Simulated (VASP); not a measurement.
Write the native input for VASP 6.6.1 that does the following.

```
Task                   : single point
Functional             : PBE
Potentials or basis    : VASP PAW PBE potentials, release 64 (Tm_3, I), 4f in core
Cutoff                 : 500 eV
k mesh                 : 4 × 4 × 2
Occupations            : gaussian, width 0.1 eV
Spin                   : no spin polarisation
Dipole correction      : no
Mended                 : yes
Further INCAR settings : ALGO = Normal; EDIFF = 1e-06; NBANDS = 28
```

The structure of Tm2I3 lies in POSCAR:

```
Tm2I3
1.0
    4.7453475000      0.0000000000      0.0000000000
    0.0000000000      4.7453475000      0.0000000000
    0.0000000000      0.0000000000      8.7886570800
Tm I
2 3
Direct
    0.0000000000      0.0000000000      0.0000000000
    0.5000000000      0.5000000000      0.0000000000
    0.5000000000      0.5000000000      0.7681625800
    0.5000000000      0.5000000000      0.2318374200
    0.5000000000      0.5000000000      0.5000000000
```

The cell was built from a structure type or drawn by symmetry, and may not be a known phase.

One way to write it, as run:

INCAR

```
SYSTEM = Tm2I3
PREC = Accurate
ENCUT = 500
EDIFF = 1E-6
ISMEAR = 0
SIGMA = 0.1
LREAL = .False.
LASPH = .True.
NELM = 200
ALGO = Normal
ISIF = 2
LWAVE = .False.
LCHARG = .True.
GGA = PE
LELF = .True.
LVHAR = .True.
NBANDS = 28
GGA_COMPAT = .False.
LMAXMIX = 6
```

KPOINTS

```
regular mesh
0
Gamma
  4 4 2
  0 0 0
```

Potentials or basis: VASP PAW PBE potentials, release 64 (Tm_3, I), 4f in core.

Launch:

```bash
$ cat potpaw_PBE.64/Tm_3/POTCAR potpaw_PBE.64/I/POTCAR > POTCAR
$ mpirun -np 1 vasp_std > vasp.out
```

It gave:

```json
{"Pressure": "38.2 GPa", "Largest force": "12.167 eV/Å", "Band gap on the k mesh": "zero (an odd number of electrons rules out a gap without spin polarisation)"}
```

Caveat: the cell stands under pressure; spin-orbit coupling is left out, which moves the levels of the heavy elements; the 4f electrons are frozen in the core, so they carry no moment and show no levels; an odd number of electrons without spin polarisation forces a metal; a magnetic or distorted state may lie lower; the run has no spin polarisation, though such a crystal can be magnetic.

It took 51 s on 1 thread of Intel(R) Xeon(R) 6975P-C (Granite Rapids), on a shared host, peak memory 0.29 GiB.
